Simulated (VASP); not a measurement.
# H3CCl in VASP: notebook, part 2 of 2

VASP 6.6.1. The steps go on from the part before.

## 4. Single point, PBE+D3(BJ)

This run uses another cell than the first one, of 14.13 Å³/atom.

The input, INCAR:

```
  PREC = Accurate
  ENCUT = 520
  EDIFF = 1E-7
  ISMEAR = -1
  SIGMA = 0.02
  LREAL = Auto
  LASPH = T
  NELM = 60
  ALGO = Normal
  ISIF = 2
  LWAVE = F
  LCHARG = F
  GGA = PE
  IVDW = 12
  NBANDS = 82
```

The input, KPOINTS:

```
regular mesh
0
Gamma
  1 1 1
```

The input, POSCAR:

```
H3CCl
1.0
    8.3142950000      0.0000000000      0.0000000000
    0.0000000000      8.1579670000      0.0000000000
    0.0000000000      0.0000000000      8.3344070000
C Cl H
8 8 24
Direct
    0.9961157260      0.4969007597      0.4482382490
    0.7077449140      0.4467044302      0.8178026343
    0.7054596932      0.9268485641      0.7457639158
    0.2323468195      0.1680443179     -0.0282443610
    0.2639069218      0.6920229023      0.6667540954
    0.4581988010      0.8203146691      0.2201596346
    0.0850703517      0.1083971043      0.4369477037
    0.5835251215      0.4278639519      0.4412191533
    0.8744096763      0.6054449595      0.5703705135
    0.7357088003      0.4593914146      1.0258078349
    0.7665953638      0.9942060320      0.9348955481
    0.2903072359      0.1495593204      0.1662385818
    0.1666527348      0.8423667318      0.7940936890
    0.5454822087      0.8338964843      0.4133707413
   -0.0047147714      0.1787700293      0.6200321151
    0.5974048311      0.2168677564      0.3727439757
    1.1116155970      0.4638900844      0.5245964110
    0.9494010015      0.3775573007      0.4334201581
    1.0384644759      0.5405635987      0.3318892394
    0.8205867124      0.4139511719      0.7557106342
    0.6256333219      0.3454169403      0.8063081153
    0.6618961680      0.5518654341      0.7703847436
    0.7606658171      1.0207199907      0.6714094956
    0.7545438308      0.8022954739      0.7068409306
    0.5756110410      0.9196654019      0.7464718246
    0.2390822072      0.2945096493     -0.0529251811
    0.3169480996      0.1043274630     -0.1040625926
    0.1119758200      0.1287943430     -0.0451021890
    0.1817472197      0.6592206122      0.5641793111
    0.3801524964      0.7387502303      0.6145488215
    0.2746715145      0.5863960960      0.7485715540
    0.5253602380      0.9141248058      0.1372623151
    0.4533757823      0.6964480244      0.1696581412
    0.3302384628      0.8538279206      0.2393211659
    0.0793452722      0.2053943096      0.3499589113
    0.2151354986      0.0993752488      0.4476743216
    0.0217456802      0.0038612561      0.3965729055
    0.5487296277      0.4181311349      0.5601358321
    0.7048823743      0.4904775908      0.4255971661
    0.4907211014      0.4918382239      0.3729959432
```

Potentials or basis: VASP PAW PBE potentials, release 64 (C, Cl, H).

On the command line:

```sh
> cat potpaw_PBE.64/C/POTCAR potpaw_PBE.64/Cl/POTCAR potpaw_PBE.64/H/POTCAR > POTCAR
> mpirun -np 1 vasp_gam > vasp.out
```

OUTCAR:

```text
PREC = Accurate
   ENCUT = 520
   EDIFF = 1E-7
   ISMEAR = -1
   LREAL = Auto
   LASPH = T
   NELM = 60
   ISIF = 2
   GGA = PE
   IVDW = 12
 IVDW          = 12

 ion  position               nearest neighbor table
   1  0.996  0.497  0.448-  18 1.06  19 1.09  17 1.18   9 1.69
   2  0.708  0.447  0.818-  22 1.02  21 1.08  20 1.10  10 1.75
   3  0.705  0.927  0.746-  25 1.08  23 1.09  24 1.14  11 1.75
   4  0.232  0.168  0.972-  26 1.05  28 1.06  27 1.08  12 1.70
   5  0.264  0.692  0.667-  31 1.10  30 1.13  29 1.13  13 1.81
   6  0.458  0.820  0.220-  33 1.10  34 1.11  32 1.17  14 1.77
[... 361 lines left out ...]
  Total       4.74188    13.22806    14.36766    -0.54579    -1.24455     3.03177
  in kB      13.43939    37.49079    40.72064    -1.54687    -3.52728     8.59260
  external pressure =       30.55 kB  Pullay stress =        0.00 kB

 VOLUME and BASIS-vectors are now :
 -----------------------------------------------------------------------------
  energy-cutoff  :      520.00
  volume of cell :      565.30
      direct lattice vectors                 reciprocal lattice vectors
     8.314295000  0.000000000  0.000000000     0.120274780  0.000000000  0.000000000
     0.000000000  8.157967000  0.000000000     0.000000000  0.122579559  0.000000000
     0.000000000  0.000000000  8.334407000     0.000000000  0.000000000  0.119984541

 POSITION                                       TOTAL-FORCE (eV/Angst)
 -----------------------------------------------------------------------------------
      8.28200      4.05370      3.73580         3.807079     -1.431475      0.455977
      5.88440      3.64420      6.81590         1.242434     -3.171588      1.045647
      5.86540      7.56120      6.21550         0.653115     -1.084493     -0.609295
      1.93180      1.37090      8.09901         0.443076      0.140259     -0.875048
      2.19420      5.64550      5.55700        -0.273609      0.009548     -0.281388
      3.80960      6.69210      1.83490        -0.355774      1.161856     -1.155894
[... 32 lines left out ...]
      5.86060      4.00130      3.54710        -1.755973     -0.813867      0.027017
      4.08000      4.01240      3.10870        -0.052719     -0.087025     -0.227138
 -----------------------------------------------------------------------------------
    total drift:                               -0.000921      0.014657      0.003665

  FREE ENERGIE OF THE ION-ELECTRON SYSTEM (eV)
  ---------------------------------------------------
  free  energy   TOTEN  =      -178.3220443740 eV

  energy  without entropy=     -178.3220443740  energy(sigma->0) =     -178.32204437
```

OSZICAR:

```text
N       E                     dE             d eps       ncg     rms          rms(c)
DAV:   1     0.925443451502E+03    0.92544E+03   -0.54086E+04   164   0.122E+03
DAV:   2    -0.674561117159E+02   -0.99290E+03   -0.93909E+03   208   0.257E+02
DAV:   3    -0.189371654674E+03   -0.12192E+03   -0.12086E+03   208   0.974E+01
DAV:   4    -0.192785009265E+03   -0.34134E+01   -0.33943E+01   208   0.192E+01
DAV:   5    -0.192893195890E+03   -0.10819E+00   -0.10812E+00   208   0.338E+00    0.360E+01
DAV:   6    -0.177995633134E+03    0.14898E+02   -0.22341E+01   192   0.170E+01    0.158E+01
DAV:   7    -0.176389115934E+03    0.16065E+01   -0.11326E+01   200   0.101E+01    0.869E+00
DAV:   8    -0.176005569396E+03    0.38355E+00   -0.61097E-01   200   0.256E+00    0.459E+00
DAV:   9    -0.175966916741E+03    0.38653E-01   -0.20575E-01   192   0.141E+00    0.103E+00
DAV:  10    -0.175970978639E+03   -0.40619E-02   -0.13711E-02   184   0.387E-01    0.444E-01
DAV:  11    -0.175973944586E+03   -0.29659E-02   -0.43213E-03   184   0.266E-01    0.133E-01
DAV:  12    -0.175974364094E+03   -0.41951E-03   -0.15214E-03   192   0.165E-01    0.704E-02
DAV:  13    -0.175974282625E+03    0.81469E-04   -0.36953E-04   192   0.742E-02    0.506E-02
DAV:  14    -0.175974251365E+03    0.31260E-04   -0.44563E-05   208   0.294E-02    0.208E-02
DAV:  15    -0.175974232646E+03    0.18719E-04   -0.16322E-05   184   0.209E-02    0.107E-02
DAV:  16    -0.175974232625E+03    0.20778E-07   -0.80799E-06   224   0.114E-02    0.581E-03
DAV:  17    -0.175974232341E+03    0.28426E-06   -0.96827E-07   184   0.417E-03    0.235E-03
DAV:  18    -0.175974232274E+03    0.67594E-07   -0.17399E-07   152   0.232E-03
   1 F= -.17832204E+03 E0= -.17832204E+03  d E =-.105209E-11
```

stdout:

```text
POSCAR found type information on POSCAR C ClH
 POSCAR found :  3 types and      40 ions
 scaLAPACK will be used
 LDA part: xc-table for (Slater+PW92), standard interpolation
 POSCAR, INCAR and KPOINTS ok, starting setup
 FFT: planning ... GRIDC
 FFT: planning ... GRID_SOFT
 FFT: planning ... GRID
 WAVECAR not read
 entering main loop
```

Wall time 3 min (1 thread of Intel Xeon 8259CL, shared host); peak memory 0.55 GiB.

Results:

```yaml
Free_energy: -178.3220 eV
Pressure: 3.1 GPa
Largest_force: 4.093 eV/Å
Band_gap_on_the_k_mesh: 4.93 eV
Dispersion_energy_per_atom: -0.059 eV
```

Forces in eV/Å, atoms in the order of the input:
```
C    3.807 -1.431  0.456
C    1.242 -3.172  1.046
C    0.653 -1.084 -0.609
C    0.443  0.140 -0.875
C   -0.274  0.010 -0.281
C   -0.356  1.162 -1.156
C    0.448  1.301  0.791
C    1.253  0.067 -2.595
Cl   0.474  2.176 -0.123
Cl   0.273  0.439  0.824
Cl   0.283 -0.127  1.124
Cl   0.559  0.135  1.251
Cl   0.372 -0.428 -0.564
Cl   0.597 -0.270 -0.144
Cl   0.344 -0.554  0.249
Cl   0.168  0.372  0.356
H   -1.567  0.547 -1.346
H   -0.995 -0.893 -0.508
H   -0.417  0.865 -0.058
H   -0.457  0.023  0.654
H   -0.546 -0.441 -0.404
H   -1.165  2.528 -0.814
H   -0.560 -0.145 -0.774
H   -0.298  1.346  0.885
H   -0.428  0.267 -0.267
H   -0.029  1.538 -0.639
H    0.089 -0.328 -0.352
H   -1.080 -0.547 -0.258
H    0.707  0.582  0.983
H   -0.887 -0.324  0.763
H    0.354 -0.029 -0.456
H   -1.095 -1.519  1.123
H    0.712 -0.136  0.164
H    0.593  0.165 -0.347
H   -0.741  0.474 -0.381
H    0.114 -0.729  0.699
H   -0.380 -1.163 -0.316
H   -0.402  0.082  2.101
H   -1.756 -0.814  0.027
H   -0.053 -0.087 -0.227
```

Levels at points of the mesh, in eV from the valence-band top:
| k point | band 53 | band 54 | band 55 | band 56 | band 57 | band 58 | band 59 | band 60 |
| --- | --- | --- | --- | --- | --- | --- | --- | --- |
| (0.00, 0.00, 0.00) | -0.29 | -0.21 | -0.13 | 0.00 | 4.93 | 5.44 | 5.63 | 5.80 |

Caveat: the k points lie up to 0.77 Å⁻¹ apart; the atoms stand as in a frame of molecular dynamics.

## 5. Overview

| cell | gap on the mesh (eV) | pressure (GPa) | largest force (eV/Å) |
| --- | --- | --- | --- |
| a = 6.944, b = 7.042, c = 7.302 Å, 40 atoms, atomic positions A | 4.79 | 10.1 | 3.83 |
| a = 7.477, b = 7.327, c = 7.462 Å, 40 atoms, atomic positions B | 5.07 | 7.3 | 3.78 |
| a = 8.314, b = 8.158, c = 8.334 Å, 40 atoms, atomic positions C | 4.93 | 3.1 | 4.09 |

Alike in all rows: task single point; level PBE+D3(BJ); potentials or basis VASP PAW PBE potentials, release 64 (C, Cl, H); no spin polarisation; k mesh 1 × 1 × 1; cutoff (eV) 520; smearing fermi-dirac 0.02 eV.

Caveats: all runs use coarse meshes; the atoms stand as in a frame of molecular dynamics.

Absolute energies hang on the potentials; compare differences alone.
